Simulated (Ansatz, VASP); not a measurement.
# Ir: VASP beside Ansatz

```
Ir
1.0
     0.00000    1.93774    1.93774
     1.93774    0.00000    1.93774
     1.93774    1.93774    0.00000
Ir
1
Direct
  0.00000 0.00000 0.00000
```

Alike in both runs: functional PBE; k mesh 8 × 8 × 8; occupations methfessel-paxton of order 1, width 0.0283 eV; no spin polarisation.

Ansatz relaxed the structure, and its values are those at the end. VASP's run is a single point on that final structure, the one shown.

|  | VASP | Ansatz |
| --- | --- | --- |
| version | VASP 6.6.1 | Ansatz 0.2.0 |
| potentials or method | VASP PAW PBE potentials, release 64 (Ir), cutoff 500 eV | PAW plane waves |
| valence electrons in the cell | 9 | 17 |

|  | VASP | Ansatz | Ansatz less VASP |
| --- | --- | --- | --- |
| gap on the k mesh at the Fermi level (eV) | none | none | - |
| pressure (GPa) | 0.4 | 0.0 | -0.44 |

A gap of «none» marks a metal or a gap that the smearing closes. VASP's potentials hold 9 valence electrons a cell and Ansatz's 17, so a difference there can come from the potentials and not from the codes.

Neither program's run includes spin-orbit coupling.
